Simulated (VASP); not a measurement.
# I (Im-3m) in VASP: a series of runs

I is run at these levels: LDA; tasks: single point.

Program: VASP 6.6.1. These are calculated values, not measurements. Logs are shortened: lines on timing, memory, paths and dates and some standing lists are left out, and cuts for length are marked.

## Step 1: The cell of the first run

Symmetry: Im-3m, No. 229, cubic system. The conventional cell has a = 4.093 Å, b = 4.093 Å, c = 4.093 Å, α = 90.00°, β = 90.00°, γ = 90.00°. Within 4.7 Å of I (site symmetry m-3m) lie 14 I at 3.55 to 4.09 Å.

## Step 2: Single point, LDA

File INCAR:

```
SYSTEM = I
PREC = Accurate
ENCUT = 500
EDIFF = 1E-6
ISMEAR = -1
SIGMA = 0.1
LREAL = .FALSE.
LASPH = .TRUE.
NELM = 120
ALGO = Normal
ISIF = 2
LWAVE = .FALSE.
LCHARG = .FALSE.
GGA = CA
NBANDS = 10
GGA_COMPAT = .FALSE.
```

File KPOINTS:

```
Automatic mesh
0
G
  10 10 10
  0 0 0
```

File POSCAR:

```
I
1.0
   -2.0467227259      2.0467227259      2.0467227259
    2.0467227259     -2.0467227259      2.0467227259
    2.0467227259      2.0467227259     -2.0467227259
I
1
Direct
    0.0000000000      0.0000000000      0.0000000000
```

Potentials or basis: VASP PAW LDA potentials, release 64 (I).

Started as:

```console
cat potpaw_LDA.64/I/POTCAR > POTCAR
mpirun -np 1 vasp_std > vasp.out
```

OUTCAR:

```text
SYSTEM = I
   PREC = Accurate
   ENCUT = 500
   EDIFF = 1E-6
   ISMEAR = -1
   LREAL = .FALSE.
   LASPH = .TRUE.
   NELM = 120
   ISIF = 2
   GGA = CA

 ion  position               nearest neighbor table
   1  0.000  0.000  0.000-

  LATTYP: Found a body centered cubic cell.
 ALAT       =     4.0934454518

  Lattice vectors:

 A1 = (  -2.0467227259,   2.0467227259,   2.0467227259)
 A2 = (   2.0467227259,  -2.0467227259,   2.0467227259)
 A3 = (   2.0467227259,   2.0467227259,  -2.0467227259)

Analysis of symmetry for initial positions (statically):
=====================================================================
 Subroutine PRICEL returns:
 Original cell was already a primitive cell.

 Routine SETGRP: Setting up the symmetry group for a
 body centered cubic supercell.

 Subroutine GETGRP returns: Found 48 space group operations
 (whereof 48 operations were pure point group operations)
 out of a pool of 48 trial point group operations.

The static configuration has the point symmetry O_h .

Analysis of symmetry for dynamics (positions and initial velocities):
=====================================================================
 Subroutine PRICEL returns:
 Original cell was already a primitive cell.

 Routine SETGRP: Setting up the symmetry group for a
 body centered cubic supercell.

 Subroutine GETGRP returns: Found 48 space group operations
 (whereof 48 operations were pure point group operations)
 out of a pool of 48 trial point group operations.

The dynamic configuration has the point symmetry O_h .

 Subroutine INISYM returns: Found 48 space group operations
 (whereof 48 operations are pure point group operations),
 and found     1 'primitive' translations

----------------------------------------------------------------------------------------

                                     Primitive cell

  volume of cell :      34.2955

  direct lattice vectors                    reciprocal lattice vectors
    -2.046722726  2.046722726  2.046722726     0.000000000  0.244292983  0.244292983
     2.046722726 -2.046722726  2.046722726     0.244292983  0.000000000  0.244292983
     2.046722726  2.046722726 -2.046722726     0.244292983  0.244292983  0.000000000

  length of vectors
     3.545027750  3.545027750  3.545027750     0.345482450  0.345482450  0.345482450

  position of ions in fractional coordinates (direct lattice)
     0.000000000  0.000000000  0.000000000

  ion indices of the primitive-cell ions
   primitive index   ion index
                 1           1

----------------------------------------------------------------------------------------

 KPOINTS: Automatic mesh

Automatic generation of k-mesh.
 Grid dimensions read from file:
 generate k-points for:   10   10   10

 Generating k-lattice:

  Cartesian coordinates                     Fractional coordinates (reciprocal lattice)
     0.000000000  0.024429298  0.024429298     0.100000000  0.000000000  0.000000000
     0.024429298  0.000000000  0.024429298     0.000000000  0.100000000  0.000000000
     0.024429298  0.024429298  0.000000000     0.000000000  0.000000000  0.100000000

  Length of vectors
     0.034548245  0.034548245  0.034548245

  Shift w.r.t. Gamma in fractional coordinates (k-lattice)
     0.000000000  0.000000000  0.000000000

 Subroutine IBZKPT returns following result:
 ===========================================

 Found     47 irreducible k-points:

 Following reciprocal coordinates:
            Coordinates               Weight
  0.000000  0.000000  0.000000      1.000000
  0.100000  0.000000  0.000000     12.000000
  0.200000  0.000000  0.000000     12.000000
  0.300000  0.000000  0.000000     12.000000
  0.400000  0.000000  0.000000     12.000000
  0.500000  0.000000  0.000000      6.000000
[... 16 lines left out ...]
  0.300000  0.300000  0.100000      8.000000
 -0.300000  0.300000  0.100000     24.000000
 [... further k-points ...]
   k-points           NKPTS =     47   k-points in BZ     NKDIM =     47   number of bands    NBANDS=     10
   number of dos      NEDOS =    301   number of ions     NIONS =      1
   total plane-waves  NPLWV =  21952
   dimension x,y,z NGX =    28 NGY =   28 NGZ =   28
   dimension x,y,z NGXF=    56 NGYF=   56 NGZF=   56
   ions per type =               1
   NGX,Y,Z   is equivalent  to a cutoff of  13.13, 13.13, 13.13 a.u.
   NGXF,Y,Z  is equivalent  to a cutoff of  26.26, 26.26, 26.26 a.u.
 SYSTEM =  I
   PREC   = accura    normal or accurate (medium, high low for compatibility)
   ISTART =      0    job   : 0-new  1-cont  2-samecut
   ICHARG =      2    charge: 1-file 2-atom 10-const
   ISPIN  =      1    spin polarized calculation?
   LNONCOLLINEAR =      F non collinear calculations
   LSORBIT =      F    spin-orbit coupling
   LASPH  =      T    aspherical Exc in radial PAW
   ENCUT  =  500.0 eV  36.75 Ry    6.06 a.u.   6.46  6.46  6.46*2*pi/ulx,y,z
   NELM   =    120;   NELMIN=  2; NELMDL= -5     # of ELM steps
   EDIFF  = 0.1E-05   stopping-criterion for ELM
   LREAL  =      F    real-space projection
   EDIFFG = 0.1E-04   stopping-criterion for IOM
   NSW    =      0    number of steps for IOM
   IBRION =     -1    ionic relax: 0-MD 1-quasi-New 2-CG
   NFREE  =      0    steps in history (QN), initial steepest desc. (CG)
   ISIF   =      2    stress and relaxation
   ISYM   =      2    0-nonsym 1-usesym 2-fastsym
   POTIM  = 0.5000    time-step for ionic-motion
   TEBEG  =    0.0;   TEEND  =   0.0 temperature during run
   PSTRESS=    0.0 pullay stress
   NELECT =       7.0000    total number of electrons
   NUPDOWN=      -1.0000    fix difference up-down
   EMIN   =  10.00;   EMAX   =-10.00  energy-range for DOS
   EFERMI =   0.00;   METHOD = LEGACY
   ISMEAR =    -1;   SIGMA  =   0.10  broadening in eV -4-tet -1-fermi 0-gaus
   EFERMI_NEDOS =   21; number of points for ismear=-14 and -15
   IALGO  =     38    algorithm
   IMIX   =      4    mixing-type and parameters
     AMIX     =   0.40;   BMIX     =  1.00
     AMIX_MAG =   1.60;   BMIX_MAG =  1.00
  volume/ion in A,a.u.               =      34.30       231.44
  Fermi-wavevector in a.u.,A,eV,Ry     =   0.963892  1.821492 12.641014  0.929088
  Thomas-Fermi vector in A             =   2.093477
   LORBIT       =      0    0 simple, 1 ext, 2 COOP (PROOUT), +10 PAW based schemes
   GGA     = CA    functional components
   LHFCALC =     F    Hartree Fock is set to
   AEXX    =    0.0000 exact exchange contribution
   IVDW    =     0    specifies the selected vdW correction
   LEPSILON=     F    determine dielectric tensor
   LRPA    =     F    only Hartree local field effects (RPA)
 non-spin polarized calculation
  energy-cutoff  :      500.00
  volume of cell :       34.30
 maximum number of plane-waves:       901
 NGX is ok and might be reduce to    28
   NGX = 13   NGY = 13   NGZ = 13

 number of electron       7.0000000 magnetization

 Free energy of the ion-electron system (eV)
  ---------------------------------------------------
  ext. energy  EPLUGINS =         0.00000000
  ---------------------------------------------------
  free energy    TOTEN  =        -1.68818399 eV

  energy without entropy =       -1.62616970  energy(sigma->0) =       -1.65717685

 E-fermi :   4.7383     XC(G=0):  -9.4621

 val. band max:        4.7256251856   @ k =  -0.2000   0.3000   0.1000
 cond. band min:       4.7625877063   @ k =   0.3000   0.2000   0.0000
 fundamental gap:      0.0369625207
 Fermi energy:         4.7382869286

 k-point     1 :       0.0000    0.0000    0.0000
  band No.  band energies     occupation
      1      -8.9771      2.00000
      2       5.6370      0.00025
      3       5.6370      0.00025
      4       5.6370      0.00025
      5      11.6923      0.00000
      6      14.5132      0.00000
      7      14.5132      0.00000
      8      14.5132      0.00000
      9      16.7491      0.00000
     10      16.7491      0.00000

 k-point     2 :       0.1000    0.0000    0.0000
  band No.  band energies     occupation
      1      -8.8605      2.00000
      2       4.8528      0.48278
      3       5.4161      0.00227
      4       5.6029      0.00035
      5      12.2852      0.00000
      6      13.9573      0.00000
      7      14.1795      0.00000
      8      15.0392      0.00000
      9      15.8895      0.00000
     10      16.1859      0.00000

 k-point     3 :       0.2000    0.0000    0.0000
  band No.  band energies     occupation
      1      -8.5299      2.00000
      2       3.2546      2.00000
      3       4.9100      0.30460
      4       5.5108      0.00088
      5      12.0539      0.00000
      6      13.0715      0.00000
      7      14.7042      0.00000
      8      15.8975      0.00000
      9      16.4550      0.00000
     10      16.4708      0.00000

 k-point     4 :       0.3000    0.0000    0.0000
  band No.  band energies     occupation
      1      -8.0545      2.00000
      2       1.6393      2.00000
      3       4.3841      1.94372
      4       5.3927      0.00287
      5      11.1182      0.00000
      6      12.3566      0.00000
      7      15.8829      0.00000
      8      16.1262      0.00000
      9      18.1075      0.00000
     10      18.4766      0.00000
[... 222 lines left out ...]
 k-point    22 :      -0.2000    0.2000    0.1000
  band No.  band energies     occupation
      1      -8.4200      2.00000
      2       3.2274      2.00000
      3       4.6694      1.33150
      4       4.9916      0.14709
      5      12.5810      0.00000
      6      13.5947      0.00000
      7      13.6019      0.00000
      8      15.3616      0.00000
      9      16.0490      0.00000
     10      18.2322      0.00000

 k-point    23 :       0.3000    0.3000    0.1000
  band No.  band energies     occupation
      1      -7.1711      2.00000
      2       1.3460      2.00000
      3       1.3460      2.00000
      4       3.6207      1.99997
      5      13.0410      0.00000
      6      15.6677      0.00000
      7      15.6677      0.00000
      8      18.7694      0.00000
      9      18.7694      0.00000
     10      20.6903      0.00000

 k-point    24 :      -0.3000    0.3000    0.1000
  band No.  band energies     occupation
      1      -7.9535      2.00000
      2       1.7098      2.00000
      3       4.1341      1.99526
      4       4.8961      0.34199
      5      11.5780      0.00000
      6      12.9174      0.00000
      7      13.8615      0.00000
      8      17.1383      0.00000
      9      18.0843      0.00000
     10      18.9817      0.00000

 [... further k-points ...]
[... 5 lines left out ...]
  --------------------------------------------------------------------------------------
  -------------------------------------------------------------------------------------
  Total       -0.4568305     -0.4568305     -0.4568305      0.0000000     -0.0000000      0.0000000
  in kB      -21.3416799    -21.3416799    -21.3416799      0.0000000     -0.0000000      0.0000000
  external PRESSURE =     -21.3416799 kB  Pullay stress =       0.0000000 kB

 VOLUME and BASIS-vectors are now :
 -----------------------------------------------------------------------------
  energy-cutoff  :      500.00
  volume of cell :       34.30
      direct lattice vectors                 reciprocal lattice vectors
    -2.046722726  2.046722726  2.046722726     0.000000000  0.244292983  0.244292983
     2.046722726 -2.046722726  2.046722726     0.244292983  0.000000000  0.244292983
     2.046722726  2.046722726 -2.046722726     0.244292983  0.244292983  0.000000000

 POSITION                                       TOTAL-FORCE (eV/Angst)
 -----------------------------------------------------------------------------------
      0.00000      0.00000      0.00000         0.000000      0.000000      0.000000
 -----------------------------------------------------------------------------------
    total drift:                                0.000000      0.000000      0.000000

  FREE ENERGIE OF THE ION-ELECTRON SYSTEM (eV)
  ---------------------------------------------------
  free  energy   TOTEN  =        -1.6881839947 eV

  energy  without entropy=       -1.6261696973  energy(sigma->0) =       -1.65717685
```

Run time: 7.7 s. Hardware: 1 thread of Intel Xeon Platinum 8488C (Sapphire Rapids), shared host; peak memory 0.14 GiB.

What came out:

* Free energy: -1.6882 eV
* Pressure: -2.1 GPa

Caveat: spin-orbit coupling is left out, which moves the levels of the heavy elements; an odd number of electrons without spin polarisation forces a metal; a magnetic or distorted state may lie lower.

## Step 3: Single point, LDA

This run uses another cell than the first one, of 35.03 Å³/atom, 1.021 times its volume.

File INCAR:

```
SYSTEM = I
  PREC = Accurate
  ENCUT = 500
  EDIFF = 1E-6
  ISMEAR = -1
  SIGMA = 0.1
  LREAL = .False.
  LASPH = .True.
  NELM = 120
  ALGO = Normal
  ISIF = 2
  LWAVE = .False.
  LCHARG = .False.
  GGA = CA
  NBANDS = 10
  GGA_COMPAT = .False.
```

File KPOINTS:

```
Automatic mesh
0
Gamma
  10 10 10
  0 0 0
```

File POSCAR:

```
I
1.0
   -2.0611367411      2.0611367411      2.0611367411
    2.0611367411     -2.0611367411      2.0611367411
    2.0611367411      2.0611367411     -2.0611367411
I
1
Direct
    0.0000000000      0.0000000000      0.0000000000
```

Potentials or basis: VASP PAW LDA potentials, release 64 (I).

Started as:

```console
cat potpaw_LDA.64/I/POTCAR > POTCAR
mpirun -np 1 vasp_std > vasp.out
```

Run time: 7.1 s. Hardware: 1 thread of Intel Xeon Platinum 8488C (Sapphire Rapids), shared host; peak memory 0.14 GiB.

It converged, with:

| Property | Result |
| --- | --- |
| Free energy | -1.6774 eV |
| Pressure | -2.6 GPa |

Levels at points of the mesh, in eV from the Fermi level:
| k point | band 2 | band 3 | band 4 | band 5 | band 6 | band 7 |
| --- | --- | --- | --- | --- | --- | --- |
| (0.00, 0.00, 0.00) | 0.86 | 0.86 | 0.86 | 6.83 | 9.77 | 9.77 |
| (0.50, 0.00, 0.00) | -4.63 | -0.83 | 0.50 | 5.58 | 7.07 | 12.68 |
| (0.50, 0.50, 0.50) | -2.70 | -2.70 | -2.70 | 4.26 | 4.26 | 16.18 |

Caveat: spin-orbit coupling is left out, which moves the levels of the heavy elements; an odd number of electrons without spin polarisation forces a metal; a magnetic or distorted state may lie lower.
